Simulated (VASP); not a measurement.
## LaAsRuO: single point with PBE

The system is LaAsRuO.

```
La As Ru O
1.0
     4.14142    0.00000    0.00000
     0.00000    4.14142    0.00000
     0.00000    0.00000    8.58813
La As Ru O
2 2 2 2
Direct
  0.50000 0.00000 0.13948
  0.00000 0.50000 0.86052
  0.50000 0.00000 0.65086
  0.00000 0.50000 0.34914
  0.00000 0.00000 0.50000
  0.50000 0.50000 0.50000
  0.00000 0.00000 0.00000
  0.50000 0.50000 0.00000
```

```
Program                : VASP 6.6.1
Task                   : single point
Functional             : PBE
Potentials or basis    : VASP PAW PBE potentials, release 64 (La, As, Ru_pv, O)
Cutoff                 : 520 eV
k mesh                 : 8 × 8 × 4
Occupations            : gaussian, width 0.1 eV
Spin                   : no spin polarisation
Dipole correction      : no
Further INCAR settings : ALGO = Normal; EDIFF = 1e-07; NBANDS = 46
```

```json
{"Pressure": "0.0 GPa", "Largest force": "0.032 eV/Å", "Band gap on the k mesh": "zero (band 36 reaches 8.39 eV, above the bottom of band 37 at 7.67 eV)"}
```

Forces in eV/Å, atoms in the order of the input:
```
La   0.000  0.000 -0.014
La   0.000  0.000  0.014
As   0.000  0.000  0.032
As   0.000  0.000 -0.032
Ru   0.000  0.000  0.000
Ru   0.000  0.000  0.000
O    0.000  0.000  0.000
O    0.000  0.000  0.000
```

Levels at points of the mesh, in eV from the Fermi level:
```
           k point  band 32  band 33  band 34  band 35  band 36  band 37  band 38  band 39  band 40  band 41
(0.00, 0.00, 0.00)    -1.09    -0.25     0.11     0.35     0.35     1.30     1.46     2.29     2.46     2.58
(0.50, 0.00, 0.00)    -1.79    -1.53    -1.53    -0.82    -0.82     1.50     1.50     1.71     1.71     2.62
(0.50, 0.50, 0.00)    -2.15    -1.92    -1.92    -0.66    -0.66    -0.37    -0.37     1.68     1.68     2.68
(0.00, 0.00, 0.50)    -0.94    -0.12     0.11     0.36     0.36     0.98     1.46     1.79     2.58     2.63
(0.50, 0.00, 0.50)    -1.80    -1.50    -1.50    -0.90    -0.90     1.68     1.68     1.85     1.85     2.69
(0.50, 0.50, 0.50)    -2.20    -1.84    -1.84    -0.67    -0.67    -0.37    -0.37     1.68     1.68     2.69
```

Run time: 3.2 min on 1 thread of Intel(R) Xeon(R) 6975P-C (Granite Rapids), with other jobs on the host, peak memory 0.45 GiB.

Caveat: spin-orbit coupling is left out, which moves the levels of the heavy elements.
